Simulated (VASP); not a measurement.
# BaO (Fm-3m) in VASP: single point with PBE

Aim: the single point of BaO with PBE.

All numbers are computed with VASP 6.6.1; they aren't measurements. Logs are shortened: lines on timing, memory, paths and dates and some standing lists are left out, and cuts for length are marked.

## Step 1: The cell of the first run

The structure is cubic, space group Fm-3m (No. 225). The conventional cell has a = 5.574 Å, b = 5.574 Å, c = 5.574 Å, α = 90.00°, β = 90.00°, γ = 90.00°. Within 3.7 Å of Ba (site symmetry m-3m) lie 6 O at 2.79 Å. O (site symmetry m-3m) has 6 Ba at 2.79 Å within 3.7 Å.

## Step 2: Single point, PBE

INCAR

```
SYSTEM = BaO
PREC     = Accurate       ! precision mode
ENCUT    = 520            ! plane-wave cutoff, eV
EDIFF    = 1E-6           ! SCF threshold, eV
ISMEAR   = 0              ! smearing method
SIGMA    = 0.01           ! smearing width, eV
LREAL    = Auto         
LASPH    = .TRUE.         ! aspherical terms in the spheres
NELM     = 100            ! most SCF steps
ALGO     = Normal         ! electronic algorithm
ISIF     = 2              ! what is computed and relaxed
LWAVE    = .FALSE.        ! write WAVECAR
LCHARG   = .FALSE.        ! write CHGCAR
GGA      = PE             ! functional
NBANDS   = 150            ! bands
```

KPOINTS

```
Automatic mesh
0
Gamma
  2 2 2
  0.5 0.5 0.5
```

POSCAR

```
BaO
1.0
    5.5739975432      5.5739975432      5.5739975432
    5.5739975432     -5.5739975432     -5.5739975432
   -5.5739975432      5.5739975432     -5.5739975432
Ba O
16 16
Direct
    0.7500000000      0.0000000000      0.2500000000
    0.0000000000      0.0000000000      0.0000000000
    0.7500000000      0.7500000000      0.5000000000
    0.2500000000      0.0000000000      0.7500000000
    0.0000000000      0.7500000000      0.2500000000
    0.5000000000      0.0000000000      0.5000000000
    0.2500000000      0.7500000000      0.0000000000
    0.7500000000      0.5000000000      0.7500000000
    0.0000000000      0.5000000000      0.5000000000
    0.5000000000      0.7500000000      0.7500000000
    0.7500000000      0.2500000000      0.0000000000
    0.2500000000      0.5000000000      0.2500000000
    0.5000000000      0.5000000000      0.0000000000
    0.0000000000      0.2500000000      0.7500000000
    0.2500000000      0.2500000000      0.5000000000
    0.5000000000      0.2500000000      0.2500000000
    0.5000000000      0.7500000000      0.2500000000
    0.7500000000      0.7500000000      0.0000000000
    0.5000000000      0.5000000000      0.5000000000
    0.0000000000      0.7500000000      0.7500000000
    0.7500000000      0.5000000000      0.2500000000
    0.2500000000      0.7500000000      0.5000000000
    0.0000000000      0.5000000000      0.0000000000
    0.5000000000      0.2500000000      0.7500000000
    0.7500000000      0.2500000000      0.5000000000
    0.2500000000      0.5000000000      0.7500000000
    0.5000000000      0.0000000000      0.0000000000
    0.0000000000      0.2500000000      0.2500000000
    0.2500000000      0.2500000000      0.0000000000
    0.7500000000      0.0000000000      0.7500000000
    0.0000000000      0.0000000000      0.5000000000
    0.2500000000      0.0000000000      0.2500000000
```

Potentials or basis: VASP PAW PBE potentials, release 64 (Ba_sv, O).

The run is started by

```sh
cat potpaw_PBE.64/Ba_sv/POTCAR potpaw_PBE.64/O/POTCAR > POTCAR
mpirun -np 1 vasp_std > vasp.out
```

OUTCAR:

```text
SYSTEM = BaO
   PREC = Accurate
   ENCUT = 520
   EDIFF = 1E-6
   ISMEAR = 0
   LREAL = Auto
   LASPH = .TRUE.
   NELM = 100
   ISIF = 2
   GGA = PE

 ion  position               nearest neighbor table
   1  0.750  0.000  0.250-  17 2.79  18 2.79  25 2.79  27 2.79  28 2.79  31 2.79   9 3.94  15 3.94
                            13 3.94   7 3.94   6 3.94   2 3.94  11 3.94  14 3.94   3 3.94  10 3.94
   2  0.000  0.000  0.000-  18 2.79  20 2.79  28 2.79  29 2.79  30 2.79  32 2.79  12 3.94  16 3.94
                             8 3.94  10 3.94   7 3.94  11 3.94   1 3.94  14 3.94  15 3.94   3 3.94
   3  0.750  0.750  0.500-  17 2.79  19 2.79  20 2.79  21 2.79  30 2.79  31 2.79   4 3.94  14 3.94
                            16 3.94  12 3.94   5 3.94   6 3.94   8 3.94   9 3.94  10 3.94  13 3.94
   4  0.250  0.000  0.750-  20 2.79  22 2.79  24 2.79  27 2.79  29 2.79  31 2.79  11 3.94  13 3.94
                             9 3.94   3 3.94  10 3.94   2 3.94   6 3.94  14 3.94  15 3.94   5 3.94
   5  0.000  0.750  0.250-  18 2.79  21 2.79  22 2.79  23 2.79  31 2.79  32 2.79   6 3.94  15 3.94
                            11 3.94  13 3.94   4 3.94   1 3.94   7 3.94   9 3.94  12 3.94   8 3.94
   6  0.500  0.000  0.500-  17 2.79  22 2.79  24 2.79  25 2.79  30 2.79  32 2.79   8 3.94  14 3.94
                            12 3.94   5 3.94   1 3.94  10 3.94  11 3.94   3 3.94  15 3.94   7 3.94
   7  0.250  0.750  0.000-  17 2.79  20 2.79  23 2.79  26 2.79  27 2.79  32 2.79   1 3.94  16 3.94
                            14 3.94   8 3.94   5 3.94   6 3.94  10 3.94  12 3.94  13 3.94   9 3.94
   8  0.750  0.500  0.750-  18 2.79  19 2.79  20 2.79  23 2.79  24 2.79  25 2.79   2 3.94   7 3.94
                             6 3.94  15 3.94   3 3.94   9 3.94  10 3.94  11 3.94  13 3.94  16 3.94
   9  0.000  0.500  0.500-  20 2.79  21 2.79  22 2.79  25 2.79  26 2.79  28 2.79   4 3.94  10 3.94
[... 17 lines left out ...]
  19  0.500  0.500  0.500-   3 2.79   8 2.79  10 2.79  12 2.79  15 2.79  16 2.79
  20  0.000  0.750  0.750-   2 2.79   3 2.79   4 2.79   7 2.79   8 2.79   9 2.79
  21  0.750  0.500  0.250-   3 2.79   5 2.79   9 2.79  11 2.79  13 2.79  16 2.79
  22  0.250  0.750  0.500-   4 2.79   5 2.79   6 2.79   9 2.79  10 2.79  12 2.79
[... 8 lines left out ...]
  31  0.000  0.000  0.500-   1 2.79   3 2.79   4 2.79   5 2.79  14 2.79  15 2.79
  32  0.250  0.000  0.250-   2 2.79   5 2.79   6 2.79   7 2.79  15 2.79  16 2.79

  LATTYP: Found a body centered cubic cell.
 ALAT       =    11.1479950864

  Lattice vectors:

 A1 = (   5.5739975432,   5.5739975432,   5.5739975432)
 A2 = (   5.5739975432,  -5.5739975432,  -5.5739975432)
 A3 = (  -5.5739975432,   5.5739975432,  -5.5739975432)

Analysis of symmetry for initial positions (statically):
=====================================================================
 Subroutine PRICEL returns following result:

  LATTYP: Found a face centered cubic cell.
 ALAT       =     5.5739975432

  Lattice vectors:

 A1 = (   0.0000000000,  -2.7869987716,  -2.7869987716)
 A2 = (  -2.7869987716,  -2.7869987716,  -0.0000000000)
 A3 = (  -2.7869987716,  -0.0000000000,  -2.7869987716)

  16 primitive cells build up your supercell.

 Routine SETGRP: Setting up the symmetry group for a
 body centered cubic supercell.

 Subroutine GETGRP returns: Found 48 space group operations
 (whereof 48 operations were pure point group operations)
 out of a pool of 48 trial point group operations.

The static configuration has the point symmetry O_h .

Analysis of symmetry for dynamics (positions and initial velocities):
=====================================================================
 Subroutine PRICEL returns following result:

  LATTYP: Found a face centered cubic cell.
 ALAT       =     5.5739975432

  Lattice vectors:

 A1 = (   0.0000000000,  -2.7869987716,  -2.7869987716)
 A2 = (  -2.7869987716,  -2.7869987716,  -0.0000000000)
 A3 = (  -2.7869987716,  -0.0000000000,  -2.7869987716)

  16 primitive cells build up your supercell.

 Routine SETGRP: Setting up the symmetry group for a
 body centered cubic supercell.

 Subroutine GETGRP returns: Found 48 space group operations
 (whereof 48 operations were pure point group operations)
 out of a pool of 48 trial point group operations.

The dynamic configuration has the point symmetry O_h .

 Subroutine INISYM returns: Found 48 space group operations
 (whereof 48 operations are pure point group operations),
 and found    16 'primitive' translations

----------------------------------------------------------------------------------------

                                     Primitive cell

  volume of cell :      43.2953

  direct lattice vectors                    reciprocal lattice vectors
     0.000000000 -2.786998772 -2.786998772     0.179404457 -0.179404457 -0.179404457
    -2.786998772 -2.786998772 -0.000000000    -0.179404457 -0.179404457  0.179404457
    -2.786998772 -0.000000000 -2.786998772    -0.179404457  0.179404457 -0.179404457

  length of vectors
     3.941411461  3.941411461  3.941411461     0.310737634  0.310737634  0.310737634

  position of ions in fractional coordinates (direct lattice)
     0.000000000  0.000000000  0.000000000
     0.500000000  0.500000000  0.500000000

  ion indices of the primitive-cell ions
   primitive index   ion index
                 1           1
                 2          17

----------------------------------------------------------------------------------------

 KPOINTS: Automatic mesh

Automatic generation of k-mesh.
 Grid dimensions read from file:
 generate k-points for:    2    2    2

 Generating k-lattice:

  Cartesian coordinates                     Fractional coordinates (reciprocal lattice)
     0.044851114  0.044851114  0.000000000     0.500000000  0.000000000  0.000000000
     0.044851114  0.000000000 -0.044851114     0.000000000  0.500000000  0.000000000
     0.000000000  0.044851114 -0.044851114     0.000000000  0.000000000  0.500000000

  Length of vectors
     0.063429054  0.063429054  0.063429054

  Shift w.r.t. Gamma in fractional coordinates (k-lattice)
     0.500000000  0.500000000  0.500000000

 Subroutine IBZKPT returns following result:
 ===========================================

 Found      2 irreducible k-points:

 Following reciprocal coordinates:
            Coordinates               Weight
  0.250000  0.250000  0.250000      2.000000
 -0.250000  0.250000  0.250000      6.000000
   k-points           NKPTS =      2   k-points in BZ     NKDIM =      2   number of bands    NBANDS=    150
   number of dos      NEDOS =    301   number of ions     NIONS =     32
   total plane-waves  NPLWV = 373248
   dimension x,y,z NGX =    72 NGY =   72 NGZ =   72
   dimension x,y,z NGXF=   144 NGYF=  144 NGZF=  144
   ions per type =              16  16
   NGX,Y,Z   is equivalent  to a cutoff of  12.40, 12.40, 12.40 a.u.
   NGXF,Y,Z  is equivalent  to a cutoff of  24.80, 24.80, 24.80 a.u.
 SYSTEM =  BaO
   PREC   = accura    normal or accurate (medium, high low for compatibility)
   ISTART =      0    job   : 0-new  1-cont  2-samecut
   ICHARG =      2    charge: 1-file 2-atom 10-const
   ISPIN  =      1    spin polarized calculation?
   LNONCOLLINEAR =      F non collinear calculations
   LSORBIT =      F    spin-orbit coupling
   LASPH  =      T    aspherical Exc in radial PAW
   ENCUT  =  520.0 eV  38.22 Ry    6.18 a.u.  17.95 17.95 17.95*2*pi/ulx,y,z
   NELM   =    100;   NELMIN=  2; NELMDL= -5     # of ELM steps
   EDIFF  = 0.1E-05   stopping-criterion for ELM
   LREAL  =      T    real-space projection
   EDIFFG = 0.1E-04   stopping-criterion for IOM
   NSW    =      0    number of steps for IOM
   IBRION =     -1    ionic relax: 0-MD 1-quasi-New 2-CG
   NFREE  =      0    steps in history (QN), initial steepest desc. (CG)
   ISIF   =      2    stress and relaxation
   ISYM   =      2    0-nonsym 1-usesym 2-fastsym
   POTIM  = 0.5000    time-step for ionic-motion
   TEBEG  =    0.0;   TEEND  =   0.0 temperature during run
   PSTRESS=    0.0 pullay stress
   NELECT =     256.0000    total number of electrons
   NUPDOWN=      -1.0000    fix difference up-down
   EMIN   =  10.00;   EMAX   =-10.00  energy-range for DOS
   EFERMI =   0.00;   METHOD = LEGACY
   ISMEAR =     0;   SIGMA  =   0.01  broadening in eV -4-tet -1-fermi 0-gaus
   EFERMI_NEDOS =   21; number of points for ismear=-14 and -15
   IALGO  =     38    algorithm
   IMIX   =      4    mixing-type and parameters
     AMIX     =   0.40;   BMIX     =  1.00
     AMIX_MAG =   1.60;   BMIX_MAG =  1.00
  volume/ion in A,a.u.               =      21.65       146.09
  Fermi-wavevector in a.u.,A,eV,Ry     =   1.174811  2.220071 18.778505  1.380181
  Thomas-Fermi vector in A             =   2.311202
   LORBIT       =      0    0 simple, 1 ext, 2 COOP (PROOUT), +10 PAW based schemes
   GGA     = PE    functional components
   LHFCALC =     F    Hartree Fock is set to
   AEXX    =    0.0000 exact exchange contribution
   IVDW    =     0    specifies the selected vdW correction
   LEPSILON=     F    determine dielectric tensor
   LRPA    =     F    only Hartree local field effects (RPA)
 non-spin polarized calculation
 Gauss-broadening in eV      SIGMA  =   0.01
  energy-cutoff  :      520.00
  volume of cell :      692.72
 maximum number of plane-waves:     18720
   NGX = 35   NGY = 35   NGZ = 35

 number of electron     256.0000065 magnetization

 Free energy of the ion-electron system (eV)
  ---------------------------------------------------
  ext. energy  EPLUGINS =         0.00000000
  ---------------------------------------------------
  free energy    TOTEN  =      -188.86194569 eV

  energy without entropy =     -188.86194569  energy(sigma->0) =     -188.86194569

 E-fermi :   1.7943     XC(G=0):  -9.5326

 val. band max:        1.6792367487   @ k =  -0.2500   0.2500   0.2500
 cond. band min:       4.0391471347   @ k =  -0.2500   0.2500   0.2500
 fundamental gap:      2.3599103860
 Fermi energy:         1.7943233156

 k-point     1 :       0.2500    0.2500    0.2500
  band No.  band energies     occupation
      1     -24.0512      2.00000
      2     -24.0512      2.00000
      3     -24.0512      2.00000
      4     -24.0512      2.00000
      5     -23.8990      2.00000
      6     -23.8990      2.00000
[... 132 lines left out ...]
    139       5.3963      0.00000
    140       5.3963      0.00000

 k-point     2 :      -0.2500    0.2500    0.2500
  band No.  band energies     occupation
      1     -24.1227      2.00000
      2     -23.9919      2.00000
      3     -23.9919      2.00000
      4     -23.9919      2.00000
      5     -23.9919      2.00000
      6     -23.9328      2.00000
[... 132 lines left out ...]
    139       6.4864      0.00000
    140       6.4864      0.00000
 [bands above 140 left out]

------------------------ aborting loop because EDIFF is reached ----------------------------------------

  FORCE on cell =-STRESS in cart. coord.  units (eV):
  Direction    XX          YY          ZZ          XY          YZ          ZX
  --------------------------------------------------------------------------------------
  -------------------------------------------------------------------------------------
  Total        6.6842331      6.6842331      6.6842331      0.0000000      0.0000000      0.0000000
  in kB       15.4597285     15.4597285     15.4597285      0.0000000      0.0000000      0.0000000
  external PRESSURE =      15.4597285 kB  Pullay stress =       0.0000000 kB

 VOLUME and BASIS-vectors are now :
 -----------------------------------------------------------------------------
  energy-cutoff  :      520.00
  volume of cell :      692.72
      direct lattice vectors                 reciprocal lattice vectors
     5.573997543  5.573997543  5.573997543     0.089702228  0.089702228  0.000000000
     5.573997543 -5.573997543 -5.573997543     0.089702228  0.000000000 -0.089702228
    -5.573997543  5.573997543 -5.573997543     0.000000000  0.089702228 -0.089702228

 POSITION                                       TOTAL-FORCE (eV/Angst)
 -----------------------------------------------------------------------------------
      2.78700      5.57400      2.78700        -0.000000     -0.000000     -0.000000
      0.00000      0.00000      0.00000        -0.000000      0.000000     -0.000000
      5.57400      2.78700     -2.78700         0.000000     -0.000000      0.000000
     -2.78700      5.57400     -2.78700        -0.000000     -0.000000      0.000000
      2.78700     -2.78700     -5.57400         0.000000     -0.000000      0.000000
      0.00000      5.57400      0.00000         0.000000      0.000000     -0.000000
[... 24 lines left out ...]
     -2.78700      2.78700     -2.78700        -0.000000     -0.000000      0.000000
      0.00000      2.78700      0.00000        -0.000000      0.000000      0.000000
 -----------------------------------------------------------------------------------
    total drift:                               -0.000000      0.000000      0.000000

  FREE ENERGIE OF THE ION-ELECTRON SYSTEM (eV)
  ---------------------------------------------------
  free  energy   TOTEN  =      -188.8619456909 eV

  energy  without entropy=     -188.8619456909  energy(sigma->0) =     -188.86194569
```

Run time: 6.8 min. Hardware: 1 thread of AMD EPYC 7R13 (Zen 3), shared host; peak memory 0.77 GiB.

What came out:

| Item | Value |
| --- | --- |
| Free energy | -188.8619 eV |
| Pressure | 1.5 GPa |
| Band gap on the k mesh | 2.36 eV |

Caveat: spin-orbit coupling is left out, which moves the levels of the heavy elements; a shifted mesh leaves out Γ, where band edges can lie. A k mesh can miss the band edges.
